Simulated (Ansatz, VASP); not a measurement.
# Cu2IBr in VASP and in Ansatz

The input INCAR:

```
SYSTEM = Cu2IBr
PREC     = Accurate       ! precision mode
ENCUT    = 520            ! plane-wave cutoff, eV
EDIFF    = 1E-7           ! SCF threshold, eV
ISMEAR   = -1             ! smearing method
SIGMA    = 0.05           ! smearing width, eV
LREAL    = .False.        ! projectors in reciprocal space
LASPH    = .True.         ! aspherical terms in the spheres
NELM     = 150            ! most SCF steps
ALGO     = Normal         ! electronic algorithm
ISIF     = 2              ! what is computed and relaxed
LWAVE    = .False.        ! write WAVECAR
LCHARG   = .False.        ! write CHGCAR
LMAXMIX  = 4              ! l up to which the mixer works
LDAU     = .True.         ! DFT+U
LDAUTYPE = 2            
LDAUL    = -1 -1 2        ! shell
LDAUU    = 0 0 3          ! U, eV
LDAUJ    = 0 0 0        
LDAUPRINT= 1            
NBANDS   = 26             ! bands
```

The input KPOINTS:

```
Automatic mesh
0
Gamma
  8 8 8
  0 0 0
```

Contents of POSCAR:

```
Cu2IBr
1.0
    1.9685310750      1.1365319461      6.3876248825
   -1.9685310750      1.1365319461      6.3876248825
    0.0000000000     -2.2730638921      6.3876248825
I Br Cu
1 1 2
Direct
    0.0000000000      0.0000000000      0.0000000000
    0.5000000000      0.5000000000      0.5000000000
    0.2490310000      0.2490310000      0.2490310000
    0.7509690000      0.7509690000      0.7509690000
```

input.yaml

```yaml
crystal:
  lattice:
    - [1.968531075, 1.1365319461, 6.3876248825]
    - [-1.968531075, 1.1365319461, 6.3876248825]
    - [0.0, -2.2730638921, 6.3876248825]
  atoms:
    - { symbol: I, position: [0.0, 0.0, 0.0] }
    - { symbol: Br, position: [0.5, 0.5, 0.5] }
    - { symbol: Cu, position: [0.249031, 0.249031, 0.249031] }
    - { symbol: Cu, position: [0.750969, 0.750969, 0.750969] }
hamiltonian:
  xc: lda
  pseudopotentials: { kind: paw }
  hubbard: { sites: [{ species: Cu, l: d, u_eff: 3.0 }] }
kpoints:
  mp_grid: { grid: [8, 8, 8] }
  band_path:
    path:
      - [[0.0, 0.0, 0.0], [0.5, 0.0, 0.0], [0.5, 0.1877720492, -0.1877720492]]
      - [[0.8122279508, 0.5, 0.1877720492], [0.5, 0.5, 0.5], [0.0, 0.0, 0.0], [0.3438860246, 0.0, -0.3438860246]]
      - [[0.6561139754, 0.3438860246, 0.0], [0.5, 0.5, 0.0], [0.6561139754, 0.6561139754, 0.1877720492], [0.5, 0.5, 0.5]]
      - [[0.5, 0.0, 0.0], [0.8122279508, 0.3438860246, 0.3438860246]]
    npoints: 14
scf:
  occupations: { method: fermi_dirac, width: 0.05 }
  n_extra_bands: 10
output:
  forces: true
  stress: true
  eigenvalues: true
  fatbands: false
  write_density: true
  write_potential: true
  elf: true
  volumetric_format: npy
```

Alike in both runs: functional LDA; k mesh 8 × 8 × 8; occupations fermi-dirac, width 0.05 eV; no spin polarisation; Hubbard terms Cu d U = 3.0 eV.

|  | VASP | Ansatz |
| --- | --- | --- |
| version | VASP 6.6.1 | Ansatz 0.2.0 |
| potentials or method | VASP PAW LDA potentials, release 64 (I, Br, Cu) | Ansatz PAW |
| plane-wave cutoff (eV) | 520 | 420 |
| valence electrons in the cell | 36 | 62 |
| task | single point | band structure |

```tsv
	VASP	Ansatz	Ansatz less VASP
gap on the k mesh at the Fermi level (eV)	0.20	0.20	+0.003
least direct gap on the mesh (eV)	0.31	0.32	+0.014
pressure (GPa)	-5.2	-4.8	+0.35
traceless stress, the component that is largest in VASP (GPa)	-0.16	-0.17	-0.014
rms of the force components (eV/Å)	0.007	0.010	+0.0033
```

LDA's correlation is that of Perdew and Zunger in VASP and of Perdew and Wang (1992) in Ansatz. The programs project onto different local orbitals, so the same U acts differently, and such runs can settle in different states. Atom by atom the forces differ by 0.003 eV/Å (rms over components). VASP's potentials hold 36 valence electrons a cell and Ansatz's 62, so a difference there can come from the potentials and not from the codes.

Spin-orbit coupling is off throughout.
